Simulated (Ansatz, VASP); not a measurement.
## SiPb in VASP and in Ansatz

```
Pb Si
1.0
     0.00000    3.14419    3.14419
     3.14419    0.00000    3.14419
     3.14419    3.14419    0.00000
Pb Si
1 1
Direct
  0.00000 0.00000 0.00000
  0.25000 0.25000 0.25000
```

Alike in both runs: functional PBE; k mesh 9 × 9 × 9; occupations fermi-dirac, width 0.03 eV; no spin polarisation.

Ansatz relaxed the structure, and its values are those at the end. VASP's run is a single point on that final structure, the one shown.

```csv
,VASP,Ansatz
version,VASP 6.6.1,Ansatz 0.2.0
potentials or method,"VASP PAW PBE potentials, release 64 (Pb_d, Si)","PAW with Ansatz's default frozen-core files, scalar-relativistic"
plane-wave cutoff (eV),520,420
valence electrons in the cell,18,18
```

|  | VASP | Ansatz | Ansatz less VASP |
| --- | --- | --- | --- |
| pressure (GPa) | -0.1 | 0.0 | +0.05 |

Neither program's run includes spin-orbit coupling.
